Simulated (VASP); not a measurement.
Write the native input for VASP 6.6.1 that does the following.

- Task: single point
- Functional: PBE
- Potentials or basis: VASP PAW PBE potentials, release 64 (Sb, Mn_pv)
- Cutoff: 520 eV
- k mesh: 7 × 7 × 7
- Occupations: fermi-dirac, width 0.05 eV
- Spin: collinear spin, ferromagnetic start
- Starting moments: [0.0, 5.0] μB
- Fixed moment: 5 μB
- Dipole correction: no
- Further INCAR settings: ALGO = Normal; EDIFF = 1e-06; NBANDS = 20

The structure of MnSb lies in POSCAR:

```
MnSb
1.0
    0.0000000000      2.7950160000      2.7950160000
    2.7950160000      0.0000000000      2.7950160000
    2.7950160000      2.7950160000      0.0000000000
Sb Mn
1 1
Direct
    0.5000000000      0.5000000000      0.5000000000
    0.0000000000      0.0000000000      0.0000000000
```

One way to write it, as run:

INCAR

```
SYSTEM = MnSb
  PREC = Accurate
  ENCUT = 520
  EDIFF = 1E-6
  ISMEAR = -1
  SIGMA = 0.05
  LREAL = .FALSE.
  LASPH = .TRUE.
  NELM = 150
  ALGO = Normal
  ISIF = 2
  LWAVE = .FALSE.
  LCHARG = .FALSE.
  ISPIN = 2
  MAGMOM = 0 5
  LORBIT = 11
  NUPDOWN = 5.0
  LMAXMIX = 4
  GGA = PE
  NBANDS = 20
```

KPOINTS

```
regular mesh
0
G
  7 7 7
  0 0 0
```

Potentials or basis: VASP PAW PBE potentials, release 64 (Sb, Mn_pv).

Launch:

```console
$ cat potpaw_PBE.64/Sb/POTCAR potpaw_PBE.64/Mn_pv/POTCAR > POTCAR
$ mpirun -np 1 vasp_std > vasp.out
```

Results of the run:

```yaml
Pressure: 7.0 GPa
Net_moment: 5.00 μB per cell
Site_moments: Sb +0.19; Mn +4.16 μB
Valence_electrons_inside_the_program's_atomic_spheres: Sb 2.50; Mn 11.43
```

Caveat: the total moment is fixed, so each spin has its own Fermi level; a cell with one magnetic atom can't hold antiferromagnetic order, which such compounds often take.

Run time: 38 s on 1 thread of Intel(R) Xeon(R) Platinum 8375C CPU @ 2.90GHz (Ice Lake) (shared host), peak memory 0.19 GiB.
